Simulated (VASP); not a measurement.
Here is a VASP 6.6.1 calculation.

File INCAR:

```
ALGO = Normal ; EDIFF = 1E-7
EDIFFG = -0.03 ; ENCUT = 570
GGA = CA ; GGA_COMPAT = False
IBRION = 2 ; ISIF = 3
ISMEAR = -1 ; LASPH = True
LCHARG = False ; LREAL = False
LWAVE = False ; NELM = 120
NELMIN = 4 ; NSW = 80
PREC = Accurate ; SIGMA = 0.05
```

KPOINTS

```
k-points
0
Gamma
  11 11 11
```

POSCAR

```
Pt
1.0
   -1.5842200000      1.5842200000      1.5842200000
    1.5842200000     -1.5842200000      1.5842200000
    1.5842200000      1.5842200000     -1.5842200000
Pt
1
Direct
    0.0000000000      0.0000000000      0.0000000000
```

Potentials or basis: VASP PAW LDA potentials, release 64 (Pt_sv_GW).

The run is started by

```sh
$ cat potpaw_LDA.64/Pt_sv_GW/POTCAR > POTCAR
$ mpirun -np 1 vasp_std > vasp.out
```

Q: Estimate the relaxed volume.

A: 14.93 Å³/atom.

Q: What does it give for the band gap on the k mesh?

A: Zero (bands 9 and 10 overlap by 2.20 eV).

The path:
| step | energy change (eV) | largest force (eV/Å) | pressure (GPa) | volume (Å³) |
| --- | --- | --- | --- | --- |
| 1 | 0.0000 | 0.0000 | -16.07 | 15.90 |
| 2 | 0.4781 | 0.0000 | 83.80 | 12.51 |
| 3 | -0.0519 | 0.0000 | -1.31 | 15.00 |
| 4 | -0.0521 | 0.0000 | -0.34 | 14.95 |
| 5 | -0.0522 | 0.0000 | 0.04 | 14.93 |

Caveat: spin-orbit coupling is left out, which moves the levels of the heavy elements.
